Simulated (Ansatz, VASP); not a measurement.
Two plane-wave programs on MgS

File POSCAR:

```
MgS
1.0
    4.0060172386      0.0000000000      0.0000000000
   -2.0030086193      3.4693126966      0.0000000000
    0.0000000000      0.0000000000     12.9636580320
Mg S
4 4
Direct
    0.0000000000      0.0000000000     -0.0011388317
    0.3333333333      0.6666666667      0.2497552255
    0.0000000000      0.0000000000      0.4988611683
    0.6666666667      0.3333333333      0.7497552255
    0.0000000000      0.0000000000      0.1880351759
    0.3333333333      0.6666666667      0.4383484303
    0.0000000000      0.0000000000      0.6880351759
    0.6666666667      0.3333333333      0.9383484303
```

File INCAR.step1:

```
SYSTEM = MgS
PREC     = Accurate       ! precision mode
ENCUT    = 660            ! plane-wave cutoff, eV
ISMEAR   = -1             ! smearing method
SIGMA    = 0.03           ! smearing width, eV
LREAL    = .False.        ! projectors in reciprocal space
LASPH    = .True.         ! aspherical terms in the spheres
NELM     = 120            ! most SCF steps
NBANDS   = 26             ! bands
GGA      = PE             ! functional
ALGO     = Normal         ! electronic algorithm
EDIFF    = 1E-5           ! SCF threshold, eV
LWAVE    = .True.         ! write WAVECAR
LCHARG   = .False.        ! write CHGCAR
GGA_COMPAT= .False.
```

The input INCAR.step2:

```
SYSTEM = MgS
PREC     = Accurate       ! precision mode
ENCUT    = 660            ! plane-wave cutoff, eV
EDIFF    = 1E-6           ! SCF threshold, eV
ISMEAR   = -1             ! smearing method
SIGMA    = 0.03           ! smearing width, eV
LREAL    = .False.        ! projectors in reciprocal space
LASPH    = .True.         ! aspherical terms in the spheres
NELM     = 120            ! most SCF steps
ALGO     = Normal         ! electronic algorithm
ISIF     = 2              ! what is computed and relaxed
LWAVE    = .False.        ! write WAVECAR
LCHARG   = .False.        ! write CHGCAR
METAGGA  = R2SCAN         ! meta-GGA
LMIXTAU  = .True.       
LUSE_VDW = .True.       
IVDW_NL  = 2            
BPARAM   = 11.95        
CPARAM   = 0.0093       
NBANDS   = 26             ! bands
ISTART   = 1            
GGA_COMPAT= .False.
```

KPOINTS

```
regular mesh
0
Gamma
  12 12 2
  0 0 0
```

Input for Ansatz:

```yaml
crystal:
  lattice:
    - [4.0060172386, 0.0, 0.0]
    - [-2.0030086193, 3.4693126966, 0.0]
    - [0.0, 0.0, 12.963658032]
  atoms:
    - { symbol: Mg, position: [0.0, 0.0, -0.0011388317] }
    - { symbol: Mg, position: [0.3333333333, 0.6666666667, 0.2497552255] }
    - { symbol: Mg, position: [0.0, 0.0, 0.4988611683] }
    - { symbol: Mg, position: [0.6666666667, 0.3333333333, 0.7497552255] }
    - { symbol: S, position: [0.0, 0.0, 0.1880351759] }
    - { symbol: S, position: [0.3333333333, 0.6666666667, 0.4383484303] }
    - { symbol: S, position: [0.0, 0.0, 0.6880351759] }
    - { symbol: S, position: [0.6666666667, 0.3333333333, 0.9383484303] }
kpoints:
  mp_grid: { grid: [12, 12, 2] }
  band_path:
    path:
      - [0.0, 0.0, 0.0]
      - [0.5, 0.0, 0.0]
      - [0.3333333333, 0.3333333333, 0.0]
      - [0.0, 0.0, 0.5]
      - [0.5, 0.0, 0.5]
      - [0.3333333333, 0.3333333333, 0.5]
    npoints: 1
hamiltonian:
  xc: r2scan
  dispersion: rvv10
scf:
  occupations: { method: fermi_dirac, width: 0.03 }
  n_extra_bands: 6
output:
  forces: true
  stress: true
  eigenvalues: true
```

Alike in both runs: task single point; functional r2SCAN; dispersion rVV10; k mesh 12 × 12 × 2; occupations fermi-dirac, width 0.03 eV; no spin polarisation.

|  | VASP | Ansatz |
| --- | --- | --- |
| version | VASP 6.6.1 | Ansatz 0.2.0 |
| potentials or method | VASP PAW PBE potentials, release 64 (Mg, S) | plane waves, PAW |
| plane-wave cutoff (eV) | 660 | 500 |
| valence electrons in the cell | 32 | 64 |

```tsv
	VASP	Ansatz	Ansatz less VASP
gap on the k mesh at the Fermi level (eV)	4.10	4.11	+0.013
pressure (GPa)	-0.3	0.0	+0.23
```

VASP's potentials were made for PBE, not for r2SCAN. VASP's potentials hold 32 valence electrons a cell and Ansatz's 64, so a difference there can come from the potentials and not from the codes.
